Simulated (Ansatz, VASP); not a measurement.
**SiC: VASP beside Ansatz**

```
CELL_PARAMETERS angstrom
3.09500 0.00000 0.00000
-1.54750 2.68035 0.00000
0.00000 0.00000 15.18657
ATOMIC_POSITIONS crystal
Si 0.33333 0.66667 0.83299
Si 0.66667 0.33333 0.33299
Si 0.66667 0.33333 0.66650
Si 0.33333 0.66667 0.16650
Si 0.00000 0.00000 0.49972
Si 0.00000 0.00000 0.99972
C 0.00000 0.00000 0.87437
C 0.00000 0.00000 0.37437
C 0.33333 0.66667 0.70800
C 0.66667 0.33333 0.20800
C 0.66667 0.33333 0.54151
C 0.33333 0.66667 0.04151
```

Alike in both runs: functional PBE; k mesh 12 × 12 × 2; occupations gaussian, width 0.02 eV; no spin polarisation.

Ansatz relaxed the structure, and its values are those at the end. VASP's run is a single point on that final structure, the one shown.

|  | VASP | Ansatz |
| --- | --- | --- |
| version | VASP 6.6.1 | Ansatz 0.2.0 |
| potentials or method | VASP PAW PBE potentials, release 64 (Si, C), cutoff 520 eV | scalar-relativistic, plane waves, PAW |
| valence electrons in the cell | 48 | 48 |

Ansatz gave:

| Quantity | Value |
| --- | --- |
| gap on the k mesh at the Fermi level (eV) | 2.03 |
| least direct gap on the mesh (eV) | 3.13 |
| pressure (GPa) | 0.0 |

Which values does VASP return?

gap on the k mesh at the Fermi level (eV): 2.03; least direct gap on the mesh (eV): 3.12; pressure (GPa): 0.0.

With one functional, cell and mesh, what is left measures potentials, basis and numerics.
